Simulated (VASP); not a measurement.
# BaW (P3_221) in VASP: notebook, part 2 of 3

VASP 6.6.1.

## Step 4: Single point, PBE

This run uses another cell than the first one, of 26.66 Å³/atom.

The input, INCAR:

```
PREC = Accurate
ENCUT = 520
EDIFF = 1E-7
ISMEAR = 0
SIGMA = 0.1
LREAL = F
LASPH = T
NELM = 80
ALGO = Fast
ISIF = 2
LWAVE = F
LCHARG = T
GGA = PE
LELF = T
LVHAR = T
NBANDS = 45
```

The input, KPOINTS:

```
Automatic mesh
0
Gamma
  6 6 4
```

The input, POSCAR:

```
BaW
1.0
    5.3818810272      0.0000000000      0.0000000000
   -2.6909405136      4.6608456897      0.0000000000
    0.0000000000      0.0000000000      6.3772860070
Ba W
3 3
Direct
    0.6871168114      0.0000000000      0.6666666667
    0.0000000000      0.6871168114      0.3333333333
    0.3128831886      0.3128831886      0.0000000000
    0.5788288979      0.0000000000      0.1666666667
    0.0000000000      0.5788288979      0.8333333333
    0.4211711021      0.4211711021      0.5000000000
```

Potentials or basis: VASP PAW PBE potentials, release 64 (Ba_sv, W_sv).

Command:

```sh
> cat potpaw_PBE.64/Ba_sv/POTCAR potpaw_PBE.64/W_sv/POTCAR > POTCAR
> mpirun -np 1 vasp_std > vasp.out
```

OUTCAR:

```text
PREC = Accurate
   ENCUT = 520
   EDIFF = 1E-7
   ISMEAR = 0
   LREAL = F
   LASPH = T
   NELM = 80
   ISIF = 2
   GGA = PE

 ion  position               nearest neighbor table
   1  0.687  0.000  0.667-   5 2.90   6 2.90   4 3.24   4 3.24   5 3.40   6 3.40   5 3.59   6 3.59
                             3 3.61   2 3.61   3 3.85   3 3.85   2 3.85   2 3.85
   2  0.000  0.687  0.333-   4 2.90   6 2.90   5 3.24   5 3.24   4 3.40   6 3.40   4 3.59   6 3.59
                             3 3.61   1 3.61   3 3.85   3 3.85   1 3.85   1 3.85
   3  0.313  0.313  0.000-   4 2.90   5 2.90   6 3.24   6 3.24   4 3.40   5 3.40   5 3.59   4 3.59
                             2 3.61   1 3.61   1 3.85   2 3.85   2 3.85   1 3.85
   4  0.579  0.000  0.167-   2 2.90   3 2.90   1 3.24   1 3.24   2 3.40   3 3.40   2 3.59   3 3.59

   5  0.000  0.579  0.833-   1 2.90   3 2.90   2 3.24   2 3.24   1 3.40   3 3.40   1 3.59   3 3.59

   6  0.421  0.421  0.500-   1 2.90   2 2.90   3 3.24   3 3.24   1 3.40   2 3.40   2 3.59   1 3.59

  LATTYP: Found a hexagonal cell.
 ALAT       =     5.3818810272
 C/A-ratio  =     1.1849548466

  Lattice vectors:

 A1 = (   5.3818810272,   0.0000000000,   0.0000000000)
 A2 = (  -2.6909405136,   4.6608456897,   0.0000000000)
 A3 = (   0.0000000000,   0.0000000000,   6.3772860070)

Analysis of symmetry for initial positions (statically):
=====================================================================
 Subroutine PRICEL returns:
 Original cell was already a primitive cell.

 Routine SETGRP: Setting up the symmetry group for a
 hexagonal supercell.

 Subroutine GETGRP returns: Found  6 space group operations
 (whereof  2 operations were pure point group operations)
 out of a pool of 24 trial point group operations.

The static configuration has the point symmetry C_2 .
 The point group associated with its full space group is D_3 .

Analysis of symmetry for dynamics (positions and initial velocities):
=====================================================================
 Subroutine PRICEL returns:
 Original cell was already a primitive cell.

 Routine SETGRP: Setting up the symmetry group for a
 hexagonal supercell.

 Subroutine GETGRP returns: Found  6 space group operations
 (whereof  2 operations were pure point group operations)
 out of a pool of 24 trial point group operations.

The dynamic configuration has the point symmetry C_2 .
 The point group associated with its full space group is D_3 .

 Subroutine INISYM returns: Found  6 space group operations
 (whereof  2 operations are pure point group operations),
 and found     1 'primitive' translations

----------------------------------------------------------------------------------------

                                     Primitive cell

  volume of cell :     159.9686

  direct lattice vectors                    reciprocal lattice vectors
     5.381881027  0.000000000  0.000000000     0.185808641  0.107276669  0.000000000
    -2.690940514  4.660845690  0.000000000     0.000000000  0.214553338  0.000000000
     0.000000000  0.000000000  6.377286007     0.000000000  0.000000000  0.156806516

  length of vectors
     5.381881027  5.381881027  6.377286007     0.214553338  0.214553338  0.156806516

  position of ions in fractional coordinates (direct lattice)
     0.687116811  0.000000000  0.666666667
     0.000000000  0.687116811  0.333333333
     0.312883189  0.312883189  0.000000000
[... 44 lines left out ...]
  0.500000  0.000000  0.000000      3.000000
  0.166667  0.166667  0.000000      6.000000
  0.333333  0.166667  0.000000     12.000000
[... 16 lines left out ...]
  0.333333  0.166667  0.500000     12.000000
  0.333333  0.333333  0.500000      2.000000
   k-points           NKPTS =     24   k-points in BZ     NKDIM =     24   number of bands    NBANDS=     45
   number of dos      NEDOS =    301   number of ions     NIONS =      6
   total plane-waves  NPLWV =  76800
   dimension x,y,z NGX =    40 NGY =   40 NGZ =   48
   dimension x,y,z NGXF=    80 NGYF=   80 NGZF=   96
   ions per type =               3   3
   NGX,Y,Z   is equivalent  to a cutoff of  12.36, 12.36, 12.51 a.u.
   NGXF,Y,Z  is equivalent  to a cutoff of  24.71, 24.71, 25.03 a.u.
 SYSTEM =  unknown system
   PREC   = accura    normal or accurate (medium, high low for compatibility)
   ISTART =      0    job   : 0-new  1-cont  2-samecut
   ICHARG =      2    charge: 1-file 2-atom 10-const
   ISPIN  =      1    spin polarized calculation?
   LNONCOLLINEAR =      F non collinear calculations
   LSORBIT =      F    spin-orbit coupling
   LASPH  =      T    aspherical Exc in radial PAW
   ENCUT  =  520.0 eV  38.22 Ry    6.18 a.u.  10.01 10.01 11.86*2*pi/ulx,y,z
   NELM   =     80;   NELMIN=  2; NELMDL= -5     # of ELM steps
   EDIFF  = 0.1E-06   stopping-criterion for ELM
   LREAL  =      F    real-space projection
   EDIFFG = 0.1E-05   stopping-criterion for IOM
   NSW    =      0    number of steps for IOM
   IBRION =     -1    ionic relax: 0-MD 1-quasi-New 2-CG
   NFREE  =      0    steps in history (QN), initial steepest desc. (CG)
   ISIF   =      2    stress and relaxation
   ISYM   =      2    0-nonsym 1-usesym 2-fastsym
   POTIM  = 0.5000    time-step for ionic-motion
   TEBEG  =    0.0;   TEEND  =   0.0 temperature during run
   PSTRESS=    0.0 pullay stress
   NELECT =      72.0000    total number of electrons
   NUPDOWN=      -1.0000    fix difference up-down
   EMIN   =  10.00;   EMAX   =-10.00  energy-range for DOS
   EFERMI =   0.00;   METHOD = LEGACY
   ISMEAR =     0;   SIGMA  =   0.10  broadening in eV -4-tet -1-fermi 0-gaus
   EFERMI_NEDOS =   21; number of points for ismear=-14 and -15
   IALGO  =     68    algorithm
   IMIX   =      4    mixing-type and parameters
     AMIX     =   0.40;   BMIX     =  1.00
     AMIX_MAG =   1.60;   BMIX_MAG =  1.00
  volume/ion in A,a.u.               =      26.66       179.92
  Fermi-wavevector in a.u.,A,eV,Ry     =   1.254606  2.370862 21.416069  1.574037
  Thomas-Fermi vector in A             =   2.388403
   LORBIT       =      0    0 simple, 1 ext, 2 COOP (PROOUT), +10 PAW based schemes
   GGA     = PE    functional components
   LHFCALC =     F    Hartree Fock is set to
   AEXX    =    0.0000 exact exchange contribution
   IVDW    =     0    specifies the selected vdW correction
   LEPSILON=     F    determine dielectric tensor
   LRPA    =     F    only Hartree local field effects (RPA)
 non-spin polarized calculation
 RMM-DIIS sequential band-by-band and
 Gauss-broadening in eV      SIGMA  =   0.10
  energy-cutoff  :      520.00
  volume of cell :      159.97
 maximum number of plane-waves:      4334
   NGX = 21   NGY = 21   NGZ = 23

 number of electron      71.9999996 magnetization

 Free energy of the ion-electron system (eV)
  ---------------------------------------------------
  ext. energy  EPLUGINS =         0.00000000
  ---------------------------------------------------
  free energy    TOTEN  =       -31.19862901 eV

  energy without entropy =      -31.16001126  energy(sigma->0) =      -31.17932013

 E-fermi :   5.0878     XC(G=0): -10.7221

 val. band max:        5.0741445223   @ k =   0.3333   0.1667   0.5000
 cond. band min:       5.1134690656   @ k =   0.1667   0.1667   0.0000
 fundamental gap:      0.0393245433
 Fermi energy:         5.0878422067

 k-point     1 :       0.0000    0.0000    0.0000
  band No.  band energies     occupation
      1     -68.6692      2.00000
      2     -68.6664      2.00000
      3     -68.6664      2.00000
      4     -32.9120      2.00000
      5     -32.9120      2.00000
      6     -32.9082      2.00000
[... 1141 lines left out ...]
     44       7.0744      0.00000
     45       7.0744      0.00000

------------------------ aborting loop because EDIFF is reached ----------------------------------------

  FORCE on cell =-STRESS in cart. coord.  units (eV):
  Direction    XX          YY          ZZ          XY          YZ          ZX
  --------------------------------------------------------------------------------------
  -------------------------------------------------------------------------------------
  Total        2.0280204      2.0280204      1.8024183      0.0000000      0.0000000      0.0000000
  in kB       20.3117901     20.3117901     18.0522551      0.0000000      0.0000000      0.0000000
  external PRESSURE =      19.5586117 kB  Pullay stress =       0.0000000 kB

 VOLUME and BASIS-vectors are now :
 -----------------------------------------------------------------------------
  energy-cutoff  :      520.00
  volume of cell :      159.97
      direct lattice vectors                 reciprocal lattice vectors
     5.381881027  0.000000000  0.000000000     0.185808641  0.107276669  0.000000000
    -2.690940514  4.660845690  0.000000000     0.000000000  0.214553338  0.000000000
     0.000000000  0.000000000  6.377286007     0.000000000  0.000000000  0.156806516

 POSITION                                       TOTAL-FORCE (eV/Angst)
 -----------------------------------------------------------------------------------
      3.69798      0.00000      4.25152         0.006596      0.000000      0.000000
     -1.84899      3.20255      2.12576        -0.003298      0.005713      0.000000
      0.84195      1.45830      0.00000        -0.003298     -0.005713      0.000000
      3.11519      0.00000      1.06288         0.247774     -0.000000     -0.000000
     -1.55759      2.69783      5.31441        -0.123887      0.214578      0.000000
      1.13335      1.96301      3.18864        -0.123887     -0.214578      0.000000
 -----------------------------------------------------------------------------------
    total drift:                                0.000000     -0.000000      0.000000

  FREE ENERGIE OF THE ION-ELECTRON SYSTEM (eV)
  ---------------------------------------------------
  free  energy   TOTEN  =       -31.1986290059 eV

  energy  without entropy=      -31.1600112633  energy(sigma->0) =      -31.17932013
```

stdout:

```text
POSCAR found type information on POSCAR BaW
 POSCAR found :  2 types and       6 ions
 scaLAPACK will be used
[... 32 lines left out ...]
 num prob  num prob  num prob  num prob  num prob  num prob  num prob  num prob  num prob  num prob  num prob RMM:  34    -0.311986286714E+02   -0.13355E-06   -0.15135E-06   811   0.106E-03    0.181E-03
 num prob  num prob  num prob  num prob  num prob  num prob  num prob  num prob  num prob WARNING in EDDRMM: call to ZHEGV failed, returncode =   6  3     27
 num prob  num prob  num prob  num prob  num prob  num prob RMM:  36    -0.311986288584E+02   -0.46571E-07   -0.10769E-06  1439   0.119E-03    0.131E-03
 num prob  num prob  num prob  num prob  num prob  num prob  num prob  num prob  num prob  num prob  num prob  num prob  num prob RMM:  37    -0.311986289456E+02   -0.87243E-07   -0.12466E-06  1151   0.101E-03    0.110E-03
 num prob  num prob  num prob  num prob  num prob RMM:  38    -0.311986290059E+02   -0.60304E-07   -0.78894E-07  1073   0.878E-04
```

Run time: 5.2 min. Hardware: 1 thread of Intel Xeon 6975P-C (Granite Rapids), shared host; peak memory 0.35 GiB.

What came out:

```yaml
Free_energy: -31.1986 eV
Pressure: 2.0 GPa
Largest_force: 0.248 eV/Å
Band_gap_on_the_k_mesh: zero (bands 36 and 37 overlap by 0.39 eV)
```

Forces in eV/Å, atoms in the order of the input:
```
Ba   0.007  0.000  0.000
Ba  -0.003  0.006  0.000
Ba  -0.003 -0.006  0.000
W    0.248  0.000  0.000
W   -0.124  0.215  0.000
W   -0.124 -0.215  0.000
```

Stress tensor (GPa, compression positive):
```
2.03 0.00 0.00
0.00 2.03 0.00
0.00 0.00 1.81
```

Levels at points of the mesh, in eV from the Fermi level:
```tsv
k point	band 33	band 34	band 35	band 36	band 37	band 38	band 39	band 40
(0.00, 0.00, 0.00)	-0.37	-0.37	-0.31	-0.21	0.24	0.24	0.63	0.63
(0.50, 0.00, 0.00)	-0.57	-0.47	-0.30	-0.20	-0.04	0.17	0.46	0.80
(0.00, 0.00, 0.50)	-0.55	-0.32	0.21	0.21	0.29	0.54	0.54	0.86
(0.50, 0.00, 0.50)	-0.63	-0.38	-0.34	-0.17	-0.17	0.44	0.61	0.82
```

Caveat: spin-orbit coupling is left out, which moves the levels of the heavy elements.

[end of part 2 of 3]

The gap in the log of VASP goes by the Fermi energy; the results here count the filled bands.